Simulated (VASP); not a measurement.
# Te2Mo (P-3m1) in VASP: a series of runs

The runs below take Te2Mo through single point, with r2SCAN.

Program: VASP 6.6.1. These are calculated values, not measurements. Logs are shortened: lines on timing, memory, paths and dates and some standing lists are left out, and cuts for length are marked.

## 1. The cell of the first run

Symmetry: P-3m1, No. 164, trigonal system. The conventional cell has a = 3.564 Å, b = 3.564 Å, c = 17.726 Å, α = 90.00°, β = 90.00°, γ = 120.00°. Te (site symmetry 3m) has 3 Mo at 2.73 Å and 7 Te at 3.56 to 3.58 Å within 3.6 Å. Within 3.6 Å of Te (site symmetry 3m) lie 3 Mo at 2.73 Å and 7 Te at 3.56 to 3.58 Å. Within 3.6 Å of Mo (site symmetry 3m) lie 6 Te at 2.73 Å and 6 Mo at 3.56 Å.

## 2. Single point, r2SCAN (the distance across one plane changed)

POSCAR reads:

```
Te2Mo
1.0
   -3.5635452172      0.0000000000      0.0000000000
   -1.7817726086     -3.0861206856      0.0000000000
    0.0000000000      0.0000000000     17.7262210532
Te Mo
4 2
Direct
    0.3333333333      0.3333333333      0.5221188217
    0.6666666667      0.6666666667      0.1067392265
    0.3333333333      0.3333333333      0.7240199641
    0.6666666667      0.6666666667      0.3086403688
    0.3333333333      0.3333333333      0.2076897976
    0.6666666667      0.6666666667      0.6230693929
```

INCAR.step1 reads:

```
PREC     = Accurate       # precision mode
ENCUT    = 520            # plane-wave cutoff, eV
ISMEAR   = 0              # smearing method
SIGMA    = 0.05           # smearing width, eV
LREAL    = F              # projectors in reciprocal space
LASPH    = T              # aspherical terms in the spheres
NELM     = 100            # most SCF steps
NBANDS   = 35             # bands
GGA      = PE             # functional
ALGO     = Normal         # electronic algorithm
EDIFF    = 1E-4           # SCF threshold, eV
LWAVE    = T              # write WAVECAR
LCHARG   = F              # write CHGCAR
```

INCAR.step2 reads:

```
PREC     = Accurate       # precision mode
ENCUT    = 520            # plane-wave cutoff, eV
EDIFF    = 1E-7           # SCF threshold, eV
ISMEAR   = 0              # smearing method
SIGMA    = 0.05           # smearing width, eV
LREAL    = F              # projectors in reciprocal space
LASPH    = T              # aspherical terms in the spheres
NELM     = 100            # most SCF steps
ALGO     = Normal         # electronic algorithm
ISIF     = 2              # what is computed and relaxed
LWAVE    = F              # write WAVECAR
LCHARG   = F              # write CHGCAR
METAGGA  = R2SCAN         # meta-GGA
LMIXTAU  = T            
NBANDS   = 35             # bands
ISTART   = 1
```

KPOINTS reads:

```
Automatic mesh
0
Gamma
  9 9 2
```

Potentials or basis: VASP PAW PBE potentials, release 64 (Te, Mo_sv).

Command:

```console
> cat potpaw_PBE.64/Te/POTCAR potpaw_PBE.64/Mo_sv/POTCAR > POTCAR
> cp INCAR.step1 INCAR
> mpirun -np 1 vasp_std > vasp.out
> cp INCAR.step2 INCAR
> mpirun -np 1 vasp_std > vasp.out
```

OUTCAR:

```text
PREC = Accurate
   ENCUT = 520
   EDIFF = 1E-7
   ISMEAR = 0
   LREAL = F
   LASPH = T
   NELM = 100
   ISIF = 2
   METAGGA = R2SCAN
   ISTART = 1

 ion  position               nearest neighbor table
   1  0.333  0.333  0.522-   6 2.73   6 2.73   6 2.73   3 3.58
   2  0.667  0.667  0.107-   5 2.73   5 2.73   5 2.73   4 3.58
   3  0.333  0.333  0.724-   6 2.73   6 2.73   6 2.73   1 3.58
   4  0.667  0.667  0.309-   5 2.73   5 2.73   5 2.73   2 3.58
   5  0.333  0.333  0.208-   2 2.73   2 2.73   2 2.73   4 2.73   4 2.73   4 2.73
   6  0.667  0.667  0.623-   1 2.73   3 2.73   1 2.73   3 2.73   1 2.73   3 2.73

  LATTYP: Found a hexagonal cell.
 ALAT       =     3.5635452172
 C/A-ratio  =     4.9743219106

  Lattice vectors:

 A1 = (   1.7817726086,   3.0861206856,   0.0000000000)
 A2 = (  -3.5635452172,   0.0000000000,   0.0000000000)
 A3 = (   0.0000000000,   0.0000000000,  17.7262210532)

Analysis of symmetry for initial positions (statically):
=====================================================================
 Subroutine PRICEL returns:
 Original cell was already a primitive cell.

 Routine SETGRP: Setting up the symmetry group for a
 hexagonal supercell.

 Subroutine GETGRP returns: Found 12 space group operations
 (whereof  6 operations were pure point group operations)
 out of a pool of 24 trial point group operations.

The static configuration has the point symmetry C_3v.
 The point group associated with its full space group is D_3d.

Analysis of symmetry for dynamics (positions and initial velocities):
=====================================================================
 Subroutine PRICEL returns:
 Original cell was already a primitive cell.

 Routine SETGRP: Setting up the symmetry group for a
 hexagonal supercell.

 Subroutine GETGRP returns: Found 12 space group operations
 (whereof  6 operations were pure point group operations)
 out of a pool of 24 trial point group operations.

The dynamic configuration has the point symmetry C_3v.
 The point group associated with its full space group is D_3d.

 Subroutine INISYM returns: Found 12 space group operations
 (whereof  6 operations are pure point group operations),
 and found     1 'primitive' translations

----------------------------------------------------------------------------------------

                                     Primitive cell

  volume of cell :     194.9447

  direct lattice vectors                    reciprocal lattice vectors
    -3.563545217  0.000000000  0.000000000    -0.280619422  0.162015699  0.000000000
    -1.781772609 -3.086120686  0.000000000     0.000000000 -0.324031398  0.000000000
     0.000000000  0.000000000 17.726221053     0.000000000  0.000000000  0.056413603

  length of vectors
     3.563545217  3.563545217 17.726221053     0.324031398  0.324031398  0.056413603

  position of ions in fractional coordinates (direct lattice)
     0.333333333  0.333333333  0.522118822
     0.666666667  0.666666667  0.106739226
     0.333333333  0.333333333  0.724019964
     0.666666667  0.666666667  0.308640369
     0.333333333  0.333333333  0.207689798
     0.666666667  0.666666667  0.623069393

  ion indices of the primitive-cell ions
   primitive index   ion index
                 1           1
                 2           2
                 3           3
                 4           4
                 5           5
                 6           6

----------------------------------------------------------------------------------------

 KPOINTS: Automatic mesh

Automatic generation of k-mesh.
 Grid dimensions read from file:
 generate k-points for:    9    9    2

 Generating k-lattice:

  Cartesian coordinates                     Fractional coordinates (reciprocal lattice)
    -0.031179936  0.018001744  0.000000000     0.111111111  0.000000000  0.000000000
     0.000000000 -0.036003489  0.000000000     0.000000000  0.111111111  0.000000000
     0.000000000  0.000000000  0.028206802     0.000000000  0.000000000  0.500000000

  Length of vectors
     0.036003489  0.036003489  0.028206802

  Shift w.r.t. Gamma in fractional coordinates (k-lattice)
     0.000000000  0.000000000  0.000000000

 Subroutine IBZKPT returns following result:
 ===========================================

 Found     24 irreducible k-points:

 Following reciprocal coordinates:
            Coordinates               Weight
  0.000000  0.000000  0.000000      1.000000
  0.111111 -0.000000  0.000000      6.000000
  0.222222  0.000000  0.000000      6.000000
  0.333333  0.000000  0.000000      6.000000
  0.444444  0.000000  0.000000      6.000000
  0.222222  0.111111  0.000000      6.000000
[... 16 lines left out ...]
 -0.444444  0.222222  0.500000     12.000000
 -0.333333  0.333333  0.500000      2.000000
   k-points           NKPTS =     24   k-points in BZ     NKDIM =     24   number of bands    NBANDS=     35
   number of dos      NEDOS =    301   number of ions     NIONS =      6
[... 52 lines left out ...]
   NGX = 13   NGY = 13   NGZ = 65

 number of electron      52.0000001 magnetization

 Free energy of the ion-electron system (eV)
  ---------------------------------------------------
  ext. energy  EPLUGINS =         0.00000000
  ---------------------------------------------------
  free energy    TOTEN  =      -155.60680124 eV

  energy without entropy =     -155.60680124  energy(sigma->0) =     -155.60680124

 E-fermi :   5.1670     XC(G=0):  -9.0481

 val. band max:        4.9086886181   @ k =  -0.3333   0.3333   0.0000
 cond. band min:       6.0008979853   @ k =  -0.3333   0.3333   0.0000
 fundamental gap:      1.0922093673
 Fermi energy:         5.1669870432

 k-point     1 :       0.0000    0.0000    0.0000
  band No.  band energies     occupation
      1     -57.7566      2.00000
      2     -57.7566      2.00000
      3     -31.1749      2.00000
      4     -31.1749      2.00000
      5     -31.0873      2.00000
      6     -31.0873      2.00000
[... 27 lines left out ...]
     34       8.3835      0.00000
     35       9.5132      0.00000

 k-point     2 :       0.1111   -0.0000    0.0000
  band No.  band energies     occupation
      1     -57.7555      2.00000
      2     -57.7555      2.00000
      3     -31.1715      2.00000
      4     -31.1715      2.00000
      5     -31.1019      2.00000
      6     -31.1019      2.00000
[... 27 lines left out ...]
     34       8.2273      0.00000
     35       9.7752      0.00000

 k-point     3 :       0.2222    0.0000    0.0000
  band No.  band energies     occupation
      1     -57.7527      2.00000
      2     -57.7527      2.00000
      3     -31.1631      2.00000
      4     -31.1631      2.00000
      5     -31.1389      2.00000
      6     -31.1389      2.00000
[... 27 lines left out ...]
     34       8.5244      0.00000
     35      10.2685      0.00000

 k-point     4 :       0.3333    0.0000    0.0000
  band No.  band energies     occupation
      1     -57.7496      2.00000
      2     -57.7496      2.00000
      3     -31.1806      2.00000
      4     -31.1806      2.00000
      5     -31.1535      2.00000
      6     -31.1535      2.00000
[... 27 lines left out ...]
     34       8.7271      0.00000
     35      10.6111      0.00000

 k-point     5 :       0.4444    0.0000    0.0000
  band No.  band energies     occupation
      1     -57.7475      2.00000
      2     -57.7475      2.00000
      3     -31.2076      2.00000
      4     -31.2076      2.00000
      5     -31.1473      2.00000
      6     -31.1473      2.00000
[... 638 lines left out ...]
 k-point    22 :       0.4444    0.2222    0.5000
  band No.  band energies     occupation
      1     -57.7482      2.00000
      2     -57.7482      2.00000
      3     -31.1832      2.00000
      4     -31.1832      2.00000
      5     -31.1493      2.00000
      6     -31.1493      2.00000
[... 27 lines left out ...]
     34       8.8788      0.00000
     35      10.9870      0.00000

 k-point    23 :      -0.4444    0.2222    0.5000
  band No.  band energies     occupation
      1     -57.7466      2.00000
      2     -57.7466      2.00000
      3     -31.1932      2.00000
      4     -31.1932      2.00000
      5     -31.1447      2.00000
      6     -31.1447      2.00000
[... 27 lines left out ...]
     34       9.0459      0.00000
     35       9.9884      0.00000

 k-point    24 :      -0.3333    0.3333    0.5000
  band No.  band energies     occupation
      1     -57.7461      2.00000
      2     -57.7461      2.00000
      3     -31.1824      2.00000
      4     -31.1824      2.00000
      5     -31.1645      2.00000
      6     -31.1645      2.00000
[... 27 lines left out ...]
     34       9.0714      0.00000
     35       9.9211      0.00000

------------------------ aborting loop because EDIFF is reached ----------------------------------------

  FORCE on cell =-STRESS in cart. coord.  units (eV):
  Direction    XX          YY          ZZ          XY          YZ          ZX
  --------------------------------------------------------------------------------------
  -------------------------------------------------------------------------------------
  Total        0.0150199      0.0150199      0.0918769      0.0000000      0.0000000      0.0000000
  in kB        0.1234431      0.1234431      0.7551018      0.0000000      0.0000000      0.0000000
  external PRESSURE =       0.3339960 kB  Pullay stress =       0.0000000 kB

 VOLUME and BASIS-vectors are now :
 -----------------------------------------------------------------------------
  energy-cutoff  :      520.00
  volume of cell :      194.94
      direct lattice vectors                 reciprocal lattice vectors
    -3.563545217  0.000000000  0.000000000    -0.280619422  0.162015699  0.000000000
    -1.781772609 -3.086120686  0.000000000     0.000000000 -0.324031398  0.000000000
     0.000000000  0.000000000 17.726221053     0.000000000  0.000000000  0.056413603

 POSITION                                       TOTAL-FORCE (eV/Angst)
 -----------------------------------------------------------------------------------
     -1.78177     -1.02871      9.25519        -0.000000     -0.000000     -0.030323
     -3.56355     -2.05741      1.89208        -0.000000     -0.000000     -0.008373
     -1.78177     -1.02871     12.83414         0.000000     -0.000000      0.008373
     -3.56355     -2.05741      5.47103         0.000000      0.000000      0.030323
     -1.78177     -1.02871      3.68156         0.000000     -0.000000     -0.024216
     -3.56355     -2.05741     11.04467        -0.000000      0.000000      0.024216
 -----------------------------------------------------------------------------------
    total drift:                                0.000000      0.000000      0.000011

  FREE ENERGIE OF THE ION-ELECTRON SYSTEM (eV)
  ---------------------------------------------------
  free  energy   TOTEN  =      -155.6068012385 eV

  energy  without entropy=     -155.6068012385  energy(sigma->0) =     -155.60680124
```

It took 7.4 min on 1 thread of Intel Xeon 6975P-C (Granite Rapids), shared host; peak memory 0.44 GiB.

What came out:

```
Free energy            : -155.6068 eV
Pressure               : 0.0 GPa
Largest force          : 0.030 eV/Å
Band gap on the k mesh : 1.09 eV
```

Forces on the atoms (eV/Å):
```
Te   0.000  0.000 -0.030
Te   0.000  0.000 -0.008
Te   0.000  0.000  0.008
Te   0.000  0.000  0.030
Mo   0.000  0.000 -0.024
Mo   0.000  0.000  0.024
```

Caveat: the cell differs from its parent crystal (the distance across one plane changed); the PAW data sets were made with another functional, which shifts forces and pressure a little; spin-orbit coupling is left out, which moves the levels of the heavy elements.

## 3. Single point, r2SCAN (the distance across one plane changed)

POSCAR reads:

```
Te2Mo
1.0
   -3.5635452172      0.0000000000      0.0000000000
   -1.7817726086     -3.0861206856      0.0000000000
    0.0000000000      0.0000000000     19.2262210532
Te Mo
4 2
Direct
    0.3333333333      0.3333333333      0.4813839196
    0.6666666667      0.6666666667      0.0984115973
    0.3333333333      0.3333333333      0.6675330474
    0.6666666667      0.6666666667      0.2845607251
    0.3333333333      0.3333333333      0.1914861612
    0.6666666667      0.6666666667      0.5744584835
```

INCAR.step1 reads:

```
SYSTEM = Te2Mo
PREC = Accurate
ENCUT = 520
ISMEAR = 0
SIGMA = 0.05
LREAL = .FALSE.
LASPH = .TRUE.
NELM = 60
NBANDS = 35
GGA = PE
ALGO = Normal
EDIFF = 1E-4
LWAVE = .TRUE.
LCHARG = .FALSE.
```

INCAR.step2 reads:

```
SYSTEM = Te2Mo
PREC = Accurate
ENCUT = 520
EDIFF = 1E-6
ISMEAR = 0
SIGMA = 0.05
LREAL = .FALSE.
LASPH = .TRUE.
NELM = 60
ALGO = Normal
ISIF = 2
LWAVE = .FALSE.
LCHARG = .TRUE.
METAGGA = R2SCAN
LMIXTAU = .TRUE.
LELF = .TRUE.
LVHAR = .TRUE.
NBANDS = 35
ISTART = 1
```

KPOINTS reads:

```
regular mesh
0
G
  9 9 2
  0 0 0
```

Potentials or basis: VASP PAW PBE potentials, release 64 (Te, Mo_sv).

Command:

```console
> cat potpaw_PBE.64/Te/POTCAR potpaw_PBE.64/Mo_sv/POTCAR > POTCAR
> cp INCAR.step1 INCAR
> mpirun -np 1 vasp_std > vasp.out
> cp INCAR.step2 INCAR
> mpirun -np 1 vasp_std > vasp.out
```

Run time: 6.6 min. Hardware: 1 thread of Intel Xeon 6975P-C (Granite Rapids), shared host; peak memory 0.45 GiB.

Results (log left out):

```
Free energy            : -155.6051 eV
Largest force          : 0.031 eV/Å
Band gap on the k mesh : 1.09 eV
```

Forces on the atoms (eV/Å):
```
Te   0.000  0.000 -0.031
Te   0.000  0.000 -0.008
Te   0.000  0.000  0.008
Te   0.000  0.000  0.031
Mo   0.000  0.000 -0.024
Mo   0.000  0.000  0.024
```

Levels at points of the mesh, in eV from the valence-band top:
```tsv
k point	band 23	band 24	band 25	band 26	band 27	band 28	band 29	band 30
(0.00, 0.00, 0.00)	-1.04	-1.04	-0.55	-0.08	3.11	3.11	3.14	3.14
(0.00, 0.00, 0.50)	-1.04	-1.04	-0.54	-0.08	3.11	3.11	3.14	3.14
```

Caveat: the cell differs from its parent crystal (the distance across one plane changed); there is no dipole correction, which matters where the two faces differ; the PAW data sets were made with another functional, which shifts forces and pressure a little; spin-orbit coupling is left out, which moves the levels of the heavy elements.

## 4. Single point, r2SCAN (the distance across one plane changed)

POSCAR reads:

```
Te2Mo
1.0
   -3.5635452172      0.0000000000      0.0000000000
   -1.7817726086     -3.0861206856      0.0000000000
    0.0000000000      0.0000000000     20.7262210532
Te Mo
4 2
Direct
    0.3333333333      0.3333333333      0.4465451577
    0.6666666667      0.6666666667      0.0912893440
    0.3333333333      0.3333333333      0.6192222836
    0.6666666667      0.6666666667      0.2639664698
    0.3333333333      0.3333333333      0.1776279069
    0.6666666667      0.6666666667      0.5328837207
```

Edit INCAR.step1 of step 3 so:

```diff
@@ -7,3 +7,3 @@
 LASPH = .TRUE.
-NELM = 60
+NELM = 80
 NBANDS = 35
```

INCAR.step2 reads:

```
SYSTEM = Te2Mo
PREC = Accurate
ENCUT = 520
EDIFF = 1E-7
ISMEAR = 0
SIGMA = 0.05
LREAL = .FALSE.
LASPH = .TRUE.
NELM = 80
ALGO = Normal
ISIF = 2
LWAVE = .FALSE.
LCHARG = .FALSE.
METAGGA = R2SCAN
LMIXTAU = .TRUE.
NBANDS = 35
ISTART = 1
```

KPOINTS reads:

```
Automatic mesh
0
G
  9 9 2
  0 0 0
```

Command:

```console
> cat potpaw_PBE.64/Te/POTCAR potpaw_PBE.64/Mo_sv/POTCAR > POTCAR
> cp INCAR.step1 INCAR
> mpirun -np 1 vasp_std > vasp.out
> cp INCAR.step2 INCAR
> mpirun -np 1 vasp_std > vasp.out
```

It took 8.8 min on 1 thread of Intel Xeon 6975P-C (Granite Rapids), shared host; peak memory 0.46 GiB.

Results (log left out):

```
Free energy            : -155.6047 eV
Largest force          : 0.030 eV/Å
Band gap on the k mesh : 1.09 eV
```

Forces on the atoms (eV/Å):
```
Te   0.000  0.000 -0.030
Te   0.000  0.000 -0.007
Te   0.000  0.000  0.007
Te   0.000  0.000  0.030
Mo   0.000  0.000 -0.024
Mo   0.000  0.000  0.024
```

Levels at points of the mesh, in eV from the valence-band top:
```
           k point  band 23  band 24  band 25  band 26  band 27  band 28  band 29  band 30
(0.00, 0.00, 0.00)    -1.04    -1.04    -0.55    -0.08     3.11     3.11     3.14     3.14
(0.00, 0.00, 0.50)    -1.04    -1.04    -0.54    -0.08     3.11     3.11     3.14     3.14
```

Caveat: the cell differs from its parent crystal (the distance across one plane changed); there is no dipole correction, which matters where the two faces differ; the PAW data sets were made with another functional, which shifts forces and pressure a little; spin-orbit coupling is left out, which moves the levels of the heavy elements.

## 5. The runs side by side

```tsv
cell	gap on the mesh (eV)	largest force (eV/Å)
a = 3.564, b = 3.564, c = 17.726 Å, angles 90.0, 90.0, 60.0°, 6 atoms	1.09	0.03
a = 3.564, b = 3.564, c = 19.226 Å, angles 90.0, 90.0, 60.0°, 6 atoms	1.09	0.03
a = 3.564, b = 3.564, c = 20.726 Å, angles 90.0, 90.0, 60.0°, 6 atoms	1.09	0.03
```

Alike in all rows: task single point; level r2SCAN; potentials or basis VASP PAW PBE potentials, release 64 (Te, Mo_sv); no spin polarisation; k mesh 9 × 9 × 2; cutoff (eV) 520; smearing gaussian 0.05 eV.

Caveats: the PAW data sets were made with another functional, which shifts forces and pressure a little; spin-orbit coupling is left out, which moves the levels of the heavy elements; there is no dipole correction, which matters where the two faces differ (at least some runs).

Total energies depend on the potentials used, so only differences within one code and one set of settings carry meaning.
